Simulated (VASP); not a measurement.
# SiC in VASP: relaxation of the atoms with PBE

Aim: the relaxation of the atoms of SiC with PBE.

Program: VASP 6.6.1. These are calculated values, not measurements. Logs are shortened: lines on timing, memory, paths and dates and some standing lists are left out, and cuts for length are marked.

### 1 The cell of the first run

The cell holds a slab with vacuum, 24 atoms: a = 6.194 Å, b = 6.194 Å, c = 21.689 Å, α = 90.00°, β = 90.00°, γ = 120.00°.

### 2 Relaxation of the atoms, PBE

INCAR reads:

```
PREC     = Accurate       # precision mode
ENCUT    = 520            # plane-wave cutoff, eV
EDIFF    = 1E-6           # SCF threshold, eV
ISMEAR   = 0              # smearing method
SIGMA    = 0.05           # smearing width, eV
LREAL    = Auto         
LASPH    = True           # aspherical terms in the spheres
NELM     = 60             # most SCF steps
ALGO     = Normal         # electronic algorithm
ISIF     = 2              # what is computed and relaxed
LWAVE    = False          # write WAVECAR
LCHARG   = False          # write CHGCAR
LDIPOL   = True         
IDIPOL   = 3            
DIPOL    = 0.5 0.5 0.500
GGA      = PE             # functional
IBRION   = 2              # ionic algorithm
NSW      = 90             # ionic steps
EDIFFG   = -0.03          # ionic threshold
```

KPOINTS reads:

```
Automatic mesh
0
Gamma
  3 3 1
```

POSCAR reads:

```
SiC
1.0
    6.1938710058      0.0000000000      0.0000000000
   -3.0969355029      5.3640496388      0.0000000000
    0.0000000000      0.0000000000     21.6894338113
C Si
12 12
Selective dynamics
Direct
    0.5000000000      0.0000000000      0.3688431920  F F F
    0.5000000000      0.5000000000      0.3688431920  F F F
    0.0000000000      0.0000000000      0.3688431920  F F F
    0.0000000000      0.5000000000      0.3688431920  F F F
    0.6666666667      0.8333333333      0.4854270213  F F F
    0.6666666667      0.3333333333      0.4854270213  F F F
    0.1666666667      0.8333333333      0.4854270213  F F F
    0.1666666667      0.3333333333      0.4854270213  F F F
    0.8333333333      0.6666666667      0.6020108507  T T T
    0.8333333333      0.1666666667      0.6020108507  T T T
    0.3333333333      0.6666666667      0.6020108507  T T T
    0.3333333333      0.1666666667      0.6020108507  T T T
    0.1666666667      0.8333333333      0.3979891493  F F F
    0.1666666667      0.3333333333      0.3979891493  F F F
    0.6666666667      0.8333333333      0.3979891493  F F F
    0.6666666667      0.3333333333      0.3979891493  F F F
    0.3333333333      0.6666666667      0.5145729787  T T T
    0.3333333333      0.1666666667      0.5145729787  T T T
    0.8333333333      0.6666666667      0.5145729787  T T T
    0.8333333333      0.1666666667      0.5145729787  T T T
    0.5000000000      0.5000000000      0.6311568080  T T T
    0.5000000000      0.0000000000      0.6311568080  T T T
    0.0000000000      0.5000000000      0.6311568080  T T T
    0.0000000000      0.0000000000      0.6311568080  T T T
```

Potentials or basis: VASP PAW PBE potentials, release 64 (C, Si).

Command:

```
$ cat potpaw_PBE.64/C/POTCAR potpaw_PBE.64/Si/POTCAR > POTCAR
$ mpirun -np 1 vasp_std > vasp.out
```

OUTCAR:

```text
PREC = Accurate
   ENCUT = 520
   EDIFF = 1E-6
   ISMEAR = 0
   LREAL = Auto
   LASPH = True
   NELM = 60
   ISIF = 2
   GGA = PE
   IBRION = 2
   NSW = 90
   EDIFFG = -0.03

 ion  position               nearest neighbor table
   1  0.500  0.000  0.369-  13 1.90  16 1.90  15 1.90
   2  0.500  0.500  0.369-  14 1.90  15 1.90  16 1.90
   3  0.000  0.000  0.369-  15 1.90  14 1.90  13 1.90
   4  0.000  0.500  0.369-  16 1.90  13 1.90  14 1.90
   5  0.667  0.833  0.485-  19 1.90  15 1.90  17 1.90  20 1.90
   6  0.667  0.333  0.485-  20 1.90  16 1.90  18 1.90  19 1.90
   7  0.167  0.833  0.485-  17 1.90  13 1.90  19 1.90  18 1.90
   8  0.167  0.333  0.485-  18 1.90  14 1.90  20 1.90  17 1.90
   9  0.833  0.667  0.602-  21 1.90  24 1.90  23 1.90  19 1.90
  10  0.833  0.167  0.602-  22 1.90  23 1.90  24 1.90  20 1.90
  11  0.333  0.667  0.602-  23 1.90  22 1.90  21 1.90  17 1.90
  12  0.333  0.167  0.602-  24 1.90  21 1.90  22 1.90  18 1.90
  13  0.167  0.833  0.398-   1 1.90   4 1.90   3 1.90   7 1.90  15 3.10  15 3.10  16 3.10  14 3.10
                            14 3.10  16 3.10  17 3.10  19 3.10  18 3.10
  14  0.167  0.333  0.398-   2 1.90   3 1.90   4 1.90   8 1.90  16 3.10  16 3.10  13 3.10  13 3.10
                            15 3.10  15 3.10  18 3.10  20 3.10  17 3.10
  15  0.667  0.833  0.398-   3 1.90   2 1.90   1 1.90   5 1.90  13 3.10  13 3.10  16 3.10  16 3.10
[... 26 lines left out ...]
 A1 = (   6.1938710058,   0.0000000000,   0.0000000000)
 A2 = (  -3.0969355029,   5.3640496388,   0.0000000000)
 A3 = (   0.0000000000,   0.0000000000,  21.6894338113)

Analysis of symmetry for initial positions (statically):
=====================================================================
 Subroutine PRICEL returns following result:

  LATTYP: Found a hexagonal cell.
 ALAT       =     3.0969355029
 C/A-ratio  =     7.0035148588
[... 12 lines left out ...]
 Subroutine GETGRP returns: Found  6 space group operations
 (whereof  6 operations were pure point group operations)
 out of a pool of 24 trial point group operations.

The static configuration has the point symmetry C_3v.

Analysis of symmetry for dynamics (positions and initial velocities):
=====================================================================
 Subroutine PRICEL returns following result:

  LATTYP: Found a hexagonal cell.
 ALAT       =     3.0969355029
 C/A-ratio  =     7.0035148588
[... 12 lines left out ...]
 Subroutine GETGRP returns: Found  6 space group operations
 (whereof  6 operations were pure point group operations)
 out of a pool of 24 trial point group operations.

The dynamic configuration has the point symmetry C_3v.

Analysis of constrained symmetry for selective dynamics:
=====================================================================
 Subroutine PRICEL returns following result:

  LATTYP: Found a hexagonal cell.
 ALAT       =     3.0969355029
 C/A-ratio  =     7.0035148588
[... 12 lines left out ...]
 Subroutine GETGRP returns: Found  6 space group operations
 (whereof  6 operations were pure point group operations)
 out of a pool of 24 trial point group operations.

The constrained configuration has the point symmetry C_3v.

 Subroutine INISYM returns: Found  6 space group operations
 (whereof  6 operations are pure point group operations),
 and found     4 'primitive' translations

----------------------------------------------------------------------------------------

                                     Primitive cell

  volume of cell :     180.1537

  direct lattice vectors                    reciprocal lattice vectors
     3.096935503  0.000000000  0.000000000     0.322899847  0.186426314  0.000000000
    -1.548467751  2.682024819  0.000000000     0.000000000  0.372852627  0.000000000
     0.000000000  0.000000000 21.689433811     0.000000000  0.000000000  0.046105399

  length of vectors
     3.096935503  3.096935503 21.689433811     0.372852627  0.372852627  0.046105399

  position of ions in fractional coordinates (direct lattice)
     1.000000000  0.000000000  0.368843192
     0.333333333  0.666666667  0.485427021
     0.666666667  0.333333333  0.602010851
     0.333333333  0.666666667  0.397989149
     0.666666667  0.333333333  0.514572979
     1.000000000  0.000000000  0.631156808

  ion indices of the primitive-cell ions
   primitive index   ion index
                 1           1
                 2           5
                 3          12
                 4          15
                 5          18
                 6          22

----------------------------------------------------------------------------------------

 KPOINTS: Automatic mesh

Automatic generation of k-mesh.
 Grid dimensions read from file:
 generate k-points for:    3    3    1

 Generating k-lattice:

  Cartesian coordinates                     Fractional coordinates (reciprocal lattice)
     0.053816641  0.031071052  0.000000000     0.333333333  0.000000000  0.000000000
     0.000000000  0.062142105  0.000000000     0.000000000  0.333333333  0.000000000
     0.000000000  0.000000000  0.046105399     0.000000000  0.000000000  1.000000000

  Length of vectors
     0.062142105  0.062142105  0.046105399

  Shift w.r.t. Gamma in fractional coordinates (k-lattice)
     0.000000000  0.000000000  0.000000000

 Subroutine IBZKPT returns following result:
 ===========================================

 Found      3 irreducible k-points:

 Following reciprocal coordinates:
            Coordinates               Weight
  0.000000  0.000000  0.000000      1.000000
  0.333333  0.000000  0.000000      6.000000
  0.333333  0.333333  0.000000      2.000000
   k-points           NKPTS =      3   k-points in BZ     NKDIM =      3   number of bands    NBANDS=     61
   number of dos      NEDOS =    301   number of ions     NIONS =     24
   total plane-waves  NPLWV = 373248
   dimension x,y,z NGX =    48 NGY =   48 NGZ =  162
   dimension x,y,z NGXF=    96 NGYF=   96 NGZF=  324
   ions per type =              12  12
   NGX,Y,Z   is equivalent  to a cutoff of  12.88, 12.88, 12.42 a.u.
   NGXF,Y,Z  is equivalent  to a cutoff of  25.77, 25.77, 24.83 a.u.
 SYSTEM =  unknown system
   PREC   = accura    normal or accurate (medium, high low for compatibility)
   ISTART =      0    job   : 0-new  1-cont  2-samecut
   ICHARG =      2    charge: 1-file 2-atom 10-const
   ISPIN  =      1    spin polarized calculation?
   LNONCOLLINEAR =      F non collinear calculations
   LSORBIT =      F    spin-orbit coupling
   LASPH  =      T    aspherical Exc in radial PAW
   ENCUT  =  520.0 eV  38.22 Ry    6.18 a.u.  11.52 11.52 40.33*2*pi/ulx,y,z
   NELM   =     60;   NELMIN=  2; NELMDL= -5     # of ELM steps
   EDIFF  = 0.1E-05   stopping-criterion for ELM
   LREAL  =      T    real-space projection
   EDIFFG = -.3E-01   stopping-criterion for IOM
   NSW    =     90    number of steps for IOM
   IBRION =      2    ionic relax: 0-MD 1-quasi-New 2-CG
   NFREE  =      1    steps in history (QN), initial steepest desc. (CG)
   ISIF   =      2    stress and relaxation
   ISYM   =      2    0-nonsym 1-usesym 2-fastsym
   POTIM  = 0.5000    time-step for ionic-motion
   TEBEG  =    0.0;   TEEND  =   0.0 temperature during run
   PSTRESS=    0.0 pullay stress
   NELECT =      96.0000    total number of electrons
   NUPDOWN=      -1.0000    fix difference up-down
   EMIN   =  10.00;   EMAX   =-10.00  energy-range for DOS
   EFERMI =   0.00;   METHOD = LEGACY
   ISMEAR =     0;   SIGMA  =   0.05  broadening in eV -4-tet -1-fermi 0-gaus
   EFERMI_NEDOS =   21; number of points for ismear=-14 and -15
   IALGO  =     38    algorithm
   IMIX   =      4    mixing-type and parameters
     AMIX     =   0.40;   BMIX     =  1.00
     AMIX_MAG =   1.60;   BMIX_MAG =  1.00
  volume/ion in A,a.u.               =      30.03       202.62
  Fermi-wavevector in a.u.,A,eV,Ry     =   0.836111  1.580022  9.511594  0.699082
  Thomas-Fermi vector in A             =   1.949782
   LORBIT       =      0    0 simple, 1 ext, 2 COOP (PROOUT), +10 PAW based schemes
   GGA     = PE    functional components
   LHFCALC =     F    Hartree Fock is set to
   AEXX    =    0.0000 exact exchange contribution
   IVDW    =     0    specifies the selected vdW correction
   LEPSILON=     F    determine dielectric tensor
   LRPA    =     F    only Hartree local field effects (RPA)
 conjugate gradient relaxation of ions
 non-spin polarized calculation
 Gauss-broadening in eV      SIGMA  =   0.05
  energy-cutoff  :      520.00
  volume of cell :      720.61
 maximum number of plane-waves:     19437
 NGX is ok and might be reduce to    48
   NGX = 23   NGY = 23   NGZ = 81

 dipolmoment           0.000000      0.000000      0.260644 electrons x Angstroem

--------------------------------------- Ionic step        1  -------------------------------------------

 number of electron      96.0000003 magnetization

 Free energy of the ion-electron system (eV)
  ---------------------------------------------------
  ext. energy  EPLUGINS =         0.00000000
  ---------------------------------------------------
  free energy    TOTEN  =      -164.55084242 eV

  energy without entropy =     -164.53554014  energy(sigma->0) =     -164.54319128

------------------------ aborting loop because EDIFF is reached ----------------------------------------

  FORCE on cell =-STRESS in cart. coord.  units (eV):
  Direction    XX          YY          ZZ          XY          YZ          ZX
  --------------------------------------------------------------------------------------
  -------------------------------------------------------------------------------------
  Total       -2.5051280     -2.5051280      0.9263640      0.0000000     -0.0000000     -0.0000000
  in kB       -5.5697712     -5.5697712      2.0596294      0.0000000     -0.0000000     -0.0000000
  external PRESSURE =      -3.0266377 kB  Pullay stress =       0.0000000 kB
[... 335 lines left out ...]
--------------------------------------- Ionic step        7  -------------------------------------------

 number of electron      96.0000001 magnetization

 dipolmoment           0.000000      0.000000     -0.480849 electrons x Angstroem

 Free energy of the ion-electron system (eV)
  ---------------------------------------------------
  ext. energy  EPLUGINS =         0.00000000
  ---------------------------------------------------
  free energy    TOTEN  =      -164.82549548 eV

  energy without entropy =     -164.81076382  energy(sigma->0) =     -164.81812965

 E-fermi :  -0.4207     XC(G=0):  -4.7404

 val. band max:       -0.4461306436   @ k =   0.0000   0.0000   0.0000
 cond. band min:      -0.3614023610   @ k =   0.0000   0.0000   0.0000
 fundamental gap:      0.0847282826
 Fermi energy:        -0.4206619835

 k-point     1 :       0.0000    0.0000    0.0000
  band No.  band energies     occupation
      1     -16.6148      2.00000
      2     -15.2383      2.00000
      3     -13.4770      2.00000
      4     -13.4770      2.00000
      5     -13.4770      2.00000
      6     -13.0648      2.00000
[... 178 lines left out ...]
     59       4.0997      0.00000
     60       4.0997      0.00000
 [bands above 60 left out]

------------------------ aborting loop because EDIFF is reached ----------------------------------------

 vacuum level on the upper side and lower side of the slab       (xc-potential included)        -1.283         1.272

  FORCE on cell =-STRESS in cart. coord.  units (eV):
  Direction    XX          YY          ZZ          XY          YZ          ZX
  --------------------------------------------------------------------------------------
  -------------------------------------------------------------------------------------
  Total       -0.0565251     -0.0565251      1.3002007     -0.0000000      0.0000000      0.0000000
  in kB       -0.1256749     -0.1256749      2.8907984     -0.0000000      0.0000000      0.0000000
  external PRESSURE =       0.8798162 kB  Pullay stress =       0.0000000 kB
[... 39 lines left out ...]
  FREE ENERGIE OF THE ION-ELECTRON SYSTEM (eV)
  ---------------------------------------------------
  free  energy   TOTEN  =      -164.8254954782 eV

  energy  without entropy=     -164.8107638192  energy(sigma->0) =     -164.81812965

 reached required accuracy - stopping structural energy minimisation

 vacuum level on the upper side and lower side of the slab         3.668         6.282
```

Wall time 14 min (1 thread of Intel Xeon 6975P-C (Granite Rapids), shared host); peak memory 0.85 GiB.

What came out:

```yaml
Free_energy: -164.8255 eV
Energy_gained_by_relaxing: 11.4 meV/atom
Ionic_steps: 7
Band_gap_on_the_k_mesh: zero (filled and empty bands touch)
```

Step by step:
```tsv
step	energy change (eV)	largest force on free atoms (eV/Å)	pressure (GPa)
1	0.0000	1.2016	-0.30
2	-0.2501	0.2683	-0.18
3	-0.2501	0.2685	-0.18
4	-0.2640	0.1214	-0.11
5	-0.2657	0.0899	-0.07
6	-0.2688	0.0681	-0.04
7	-0.2747	0.0238	0.09
```

Final structure:
```yaml
crystal:
  lattice:
    - [6.19387, 0.00000, 0.00000]
    - [-3.09694, 5.36405, 0.00000]
    - [0.00000, 0.00000, 21.68943]
  atoms:
    - { symbol: C, position: [0.50000, 0.00000, 0.36884] }
    - { symbol: C, position: [0.50000, 0.50000, 0.36884] }
    - { symbol: C, position: [0.00000, 0.00000, 0.36884] }
    - { symbol: C, position: [0.00000, 0.50000, 0.36884] }
    - { symbol: C, position: [0.66667, 0.83333, 0.48543] }
    - { symbol: C, position: [0.66667, 0.33333, 0.48543] }
    - { symbol: C, position: [0.16667, 0.83333, 0.48543] }
    - { symbol: C, position: [0.16667, 0.33333, 0.48543] }
    - { symbol: C, position: [0.83333, 0.66667, 0.60406] }
    - { symbol: C, position: [0.83333, 0.16667, 0.60406] }
    - { symbol: C, position: [0.33333, 0.66667, 0.60406] }
    - { symbol: C, position: [0.33333, 0.16667, 0.60406] }
    - { symbol: Si, position: [0.16667, 0.83333, 0.39799] }
    - { symbol: Si, position: [0.16667, 0.33333, 0.39799] }
    - { symbol: Si, position: [0.66667, 0.83333, 0.39799] }
    - { symbol: Si, position: [0.66667, 0.33333, 0.39799] }
    - { symbol: Si, position: [0.33333, 0.66667, 0.51250] }
    - { symbol: Si, position: [0.33333, 0.16667, 0.51250] }
    - { symbol: Si, position: [0.83333, 0.66667, 0.51250] }
    - { symbol: Si, position: [0.83333, 0.16667, 0.51250] }
    - { symbol: Si, position: [0.50000, 0.50000, 0.62772] }
    - { symbol: Si, position: [0.50000, 0.00000, 0.62772] }
    - { symbol: Si, position: [0.00000, 0.50000, 0.62772] }
    - { symbol: Si, position: [0.00000, 0.00000, 0.62772] }
```

Caveat: the k points lie up to 0.39 Å⁻¹ apart.

The gap in the log of VASP goes by the Fermi energy; the results here count the filled bands.